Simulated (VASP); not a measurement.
# Ru (P6_3/mmc) in VASP: a series of runs, part 2 of 2

VASP 6.6.1. The steps go on from the part before.

## (3) Vibrations by perturbation theory, LDA (phonons at volume x 0.98)

INCAR reads:

```
PREC = Accurate
ENCUT = 520
EDIFF = 1E-8
ISMEAR = -1
SIGMA = 0.15
LREAL = F
LASPH = T
NELM = 100
ALGO = Fast
ISIF = 2
LWAVE = F
LCHARG = F
GGA = CA
NBANDS = 21
IBRION = 8
NSW = 1
```

KPOINTS reads:

```
regular mesh
0
Gamma
  18 18 10
```

POSCAR reads:

```
Ru
1.0
    2.6570821362      0.0000000000      0.0000000000
   -1.3285410681      2.3011006299      0.0000000000
    0.0000000000      0.0000000000      4.2005068420
Ru
2
Direct
    0.3333333333      0.6666666667      0.2500000000
    0.6666666667      0.3333333333      0.7500000000
```

Potentials or basis: VASP PAW LDA potentials, release 64 (Ru_pv).

Command:

```sh
> cat potpaw_LDA.64/Ru_pv/POTCAR > POTCAR
> mpirun -np 1 vasp_std > vasp.out
```

OUTCAR:

```text
PREC = Accurate
   ENCUT = 520
   EDIFF = 1E-8
   ISMEAR = -1
   LREAL = F
   LASPH = T
   NELM = 100
   ISIF = 2
   GGA = CA
   IBRION = 8
   NSW = 1

 ion  position               nearest neighbor table
   1  0.333  0.667  0.250-   2 2.60   2 2.60   2 2.60   2 2.60   2 2.60   2 2.60
   2  0.667  0.333  0.750-   1 2.60   1 2.60   1 2.60   1 2.60   1 2.60   1 2.60

  LATTYP: Found a hexagonal cell.
 ALAT       =     2.6570821362
 C/A-ratio  =     1.5808720343

  Lattice vectors:

 A1 = (   2.6570821362,   0.0000000000,   0.0000000000)
 A2 = (  -1.3285410681,   2.3011006299,   0.0000000000)
 A3 = (   0.0000000000,   0.0000000000,   4.2005068420)

Analysis of symmetry for initial positions (statically):
=====================================================================
 Subroutine PRICEL returns:
 Original cell was already a primitive cell.

 Routine SETGRP: Setting up the symmetry group for a
 hexagonal supercell.

 Subroutine GETGRP returns: Found 24 space group operations
 (whereof 12 operations were pure point group operations)
 out of a pool of 24 trial point group operations.

The static configuration has the point symmetry D_3d.
 The point group associated with its full space group is D_6h.

Analysis of symmetry for dynamics (positions and initial velocities):
=====================================================================
 Subroutine PRICEL returns:
 Original cell was already a primitive cell.

 Routine SETGRP: Setting up the symmetry group for a
 hexagonal supercell.

[... 764 lines left out ...]
 -----------------------------------------------------------------------------------
    total drift:                               -0.000000      0.000000     -0.000000

  FREE ENERGIE OF THE ION-ELECTRON SYSTEM (eV)
  ---------------------------------------------------
  free  energy   TOTEN  =       -21.4322835340 eV

  energy  without entropy=      -21.3188330990  energy(sigma->0) =      -21.37555832

[... ionic steps 2 to 3 ...]

--------------------------------------- Ionic step        4  -------------------------------------------

------------------------ aborting loop because EDIFF is reached ----------------------------------------

[... ionic steps 5 to 5 ...]

--------------------------------------- Ionic step        6  -------------------------------------------

 Free energy of the ion-electron system (eV)
  ---------------------------------------------------
  ---------------------------------------------------
  free energy    TOTEN  =        -0.73489405 eV

  energy without entropy =       -0.73489405

------------------------ aborting loop because EDIFF is reached ----------------------------------------

 INTERNAL STRAIN TENSOR  FOR ION    1  DIRECTION 3   (eV/Angst):
 -----------------------------------------------------------------------------
    -0.06351  0.00000  0.00000
     0.00000 -0.06351  0.00000
    -0.00000 -0.00000  0.13430

 INTERNAL STRAIN TENSOR FOR ION    2 for displacements in x,y,z  (eV/Angst):
          X           Y           Z          XY          YZ          ZX
  --------------------------------------------------------------------------------
  x    -0.00000     0.00000     0.00000     3.56035     0.00000     0.00000
  y     3.56035    -3.56035     0.00000     0.00000     0.00000     0.00000
  z    -0.00000     0.00000    -0.00000     0.00000     0.00000     0.00000

 SECOND DERIVATIVES (NOT SYMMETRIZED)
 ------------------------------------
               1X          1Y          1Z          2X          2Y          2Z
  1X    -8.225093    0.000000    0.000000    8.225093    0.000000    0.000000
  1Y     0.000000   -8.225093    0.000000    0.000000    8.225093    0.000000
  1Z     0.000000    0.000000  -15.363754   -0.000000    0.000000   15.363754
  2X     8.225093    0.000000    0.000000   -8.225093    0.000000    0.000000
  2Y     0.000000    8.225093    0.000000    0.000000   -8.225093    0.000000
  2Z    -0.000000    0.000000   15.363754    0.000000    0.000000  -15.363754

 Eigenvectors and eigenvalues of the dynamical matrix
 ----------------------------------------------------

   1 f  =    8.619921 THz    54.160558 2PiTHz  287.529602 cm-1    35.649111 meV
             X         Y         Z           dx          dy          dz
     -0.000000  1.534067  1.050127    -0.000000    0.000000    0.707107
      1.328541  0.767034  3.150380     0.000000    0.000000   -0.707107
[... 21 lines left out ...]
   6 f  =    0.000000 THz     0.000001 2PiTHz    0.000003 cm-1     0.000000 meV
             X         Y         Z           dx          dy          dz
     -0.000000  1.534067  1.050127    -0.516817    0.476844   -0.074294
      1.328541  0.767034  3.150380    -0.516817    0.476844   -0.074294

--------------------------------------------------------------------------------------------------------

 ELASTIC MODULI CONTR FROM IONIC RELAXATION (kBar)
 Direction    XX          YY          ZZ          XY          YZ          ZX
 --------------------------------------------------------------------------------
 XX         -96.1417     96.1417      0.0000      0.0000      0.0000     -0.0000
 YY          96.1417    -96.1417     -0.0000     -0.0000      0.0000      0.0000
 ZZ           0.0000     -0.0000     -0.0000      0.0000      0.0000      0.0000
 XY           0.0000     -0.0000      0.0000    -96.1417      0.0000     -0.0000
 YZ           0.0000      0.0000      0.0000      0.0000      0.0000      0.0000
 ZX          -0.0000      0.0000      0.0000     -0.0000      0.0000     -0.0000
 --------------------------------------------------------------------------------
```

OSZICAR:

```text
N       E                     dE             d eps       ncg     rms          rms(c)
DAV:   1     0.288981523583E+03    0.28898E+03   -0.17473E+04  9324   0.150E+03
DAV:   2    -0.168121861106E+02   -0.30579E+03   -0.29649E+03  9564   0.451E+02
DAV:   3    -0.228059985960E+02   -0.59938E+01   -0.59606E+01 10999   0.709E+01
DAV:   4    -0.228506481048E+02   -0.44650E-01   -0.44568E-01 11438   0.591E+00
[... 58 lines left out ...]
RMM:  17    -0.734894042928E+00    0.22079E-07   -0.62294E-07 31198   0.858E-05    0.412E-07
RMM:  18    -0.734894044568E+00   -0.16402E-08   -0.58509E-07 31085   0.824E-05    0.760E-07
RMM:  19    -0.734894033799E+00    0.10769E-07   -0.46714E-07 31518   0.803E-05    0.938E-07
RMM:  20    -0.734894046929E+00   -0.13130E-07   -0.54829E-07 31677   0.790E-05    0.953E-07
RMM:  21    -0.734894050032E+00   -0.31036E-08   -0.55827E-07 32012   0.782E-05    0.807E-07
 Linear response finished
```

Wall time 9.6 min (1 thread of Intel Xeon 6975P-C (Granite Rapids), shared host); peak memory 0.95 GiB.

What came out:

* Highest phonon frequency at Γ: 288 cm⁻¹

Phonon frequencies in cm⁻¹ (negative: imaginary):
| q point | frequencies |
| --- | --- |
| (0.000, 0.000, 0.000) | 0 0 0 210 210 288 |

Caveat: the cell differs from its parent crystal (phonons at volume x 0.98); the cell wasn't relaxed at this level first, which shifts response properties.
